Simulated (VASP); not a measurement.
Set up this calculation in VASP 6.6.1, as the native input.

```yaml
Task: single point
Functional: PBE
Potentials_or_basis: VASP PAW PBE potentials, release 64 (Si, C)
Cutoff: 520 eV
k_mesh: 10 × 10 × 10
Occupations: gaussian, width 0.02 eV
Spin: no spin polarisation
Dipole_correction: no
Further_INCAR_settings: ALGO = Normal; EDIFF = 1e-06; NBANDS = 11
```

The structure of SiC lies in POSCAR:

```
SiC
1.0
    0.0000000000      2.1898629698      2.1898629698
    2.1898629698      0.0000000000      2.1898629698
    2.1898629698      2.1898629698      0.0000000000
Si C
1 1
Direct
    0.2500000000      0.2500000000      0.2500000000
    0.0000000000      0.0000000000      0.0000000000
```

One way to write it, as run:

INCAR

```
SYSTEM = SiC
ALGO = Normal
EDIFF = 1E-6
ENCUT = 520
GGA = PE
ISIF = 2
ISMEAR = 0
LASPH = .True.
LCHARG = .False.
LREAL = .False.
LWAVE = .False.
NBANDS = 11
NELM = 60
PREC = Accurate
SIGMA = 0.02
```

KPOINTS

```
k-points
0
Gamma
  10 10 10
  0 0 0
```

Potentials or basis: VASP PAW PBE potentials, release 64 (Si, C).

Launch:

```sh
$ cat potpaw_PBE.64/Si/POTCAR potpaw_PBE.64/C/POTCAR > POTCAR
$ mpirun -np 1 vasp_std > vasp.out
```

Results of the run:

| Property | Result |
| --- | --- |
| Pressure | 0.0 GPa |
| Band gap on the k mesh | 1.37 eV, indirect (least direct gap 4.53 eV) |

Wall time 4.3 s on 1 thread of Intel(R) Xeon(R) Platinum 8488C (Sapphire Rapids), on a shared host, peak memory 0.13 GiB.
